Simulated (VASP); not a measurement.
Runs of VASP 6.6.1 on Sn. The structure is that of space group Fd-3m (No. 227), or close to it. The cells are those of the table. This isn't the form of Sn at room conditions, which is tetragonal (white tin).

| cell | gap on the mesh (eV) | pressure (GPa) |
| --- | --- | --- |
| a = 4.632 Å, angles 60.0°, 2 atoms | none | (a) |
| a = 4.946 Å, angles 60.0°, 2 atoms | none | -2.8 |
| a = 4.763 Å, angles 60.0°, 2 atoms | none | -0.1 |
| a = 4.698 Å, angles 60.0°, 2 atoms | none | (b) |
| a = 4.886 Å, angles 60.0°, 2 atoms | none | -2.1 |
| a = 4.825 Å, angles 60.0°, 2 atoms | none | -1.2 |
| a = 4.564 Å, angles 60.0°, 2 atoms | none | 5.5 |

Alike in all rows: task single point; level RPBE; potentials or basis VASP PAW PBE potentials, release 64 (Sn_d); no spin polarisation; k mesh 13 × 13 × 13; cutoff (eV) 520; smearing fermi-dirac 0.1 eV.

Problem. Estimate the missing entries.

Solution. (a) 3.2; (b) 1.4.

Caveats: the PAW data sets were made with another functional, which shifts forces and pressure a little; spin-orbit coupling is left out, which moves the levels of the heavy elements; the cell stands under pressure (at least some runs).

A k mesh can miss the band edges, and the runs leave out spin-orbit coupling on Sn.

A gap of «none» marks levels without a gap at the run's occupations.
